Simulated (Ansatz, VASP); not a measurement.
Two plane-wave programs on Cd3Ga2O

```xyz
6
Lattice="4.8252 0.0000 0.0000 -2.4126 4.1787 0.0000 0.0000 0.0000 5.6162" Properties=species:S:1:pos:R:3 pbc="T T T"
Cd    0.0000    0.0000    2.8081
Cd    0.0000    2.7858    0.0000
Cd    0.0000    2.7858    2.8081
Ga    2.4126    1.3929    1.3306
Ga    2.4126    1.3929    4.2856
O     0.0000    0.0000    0.0000
```

Change from the starting cell: species swapped into the Ce2NiGe3 type (P-6m2, No. 187).

Alike in both runs: task relaxation of cell and atoms; functional PBE; k mesh 6 × 6 × 4; occupations gaussian, width 0.1 eV; no spin polarisation.

|  | VASP | Ansatz |
| --- | --- | --- |
| version | VASP 6.6.1 | Ansatz 0.2.0 |
| potentials or method | VASP PAW PBE potentials, release 64 (Cd, Ga_d, O), cutoff 600 eV | scalar-relativistic, plane waves, PAW |
| valence electrons in the cell | 68 | 92 |

|  | VASP | Ansatz | Ansatz less VASP |
| --- | --- | --- | --- |
| gap on the k mesh at the Fermi level, each at its own relaxed structure (eV) | none | none | - |
| relaxed volume (Å³/atom) | 19.25 | 19.19 | -0.058 |
| relaxed cell length with the largest relative difference (Å) | 4.755 | 4.749 | -0.0059 |

A gap of «none» marks a metal or a gap that the smearing closes. VASP's potentials hold 68 valence electrons a cell and Ansatz's 92, so a difference there can come from the potentials and not from the codes.
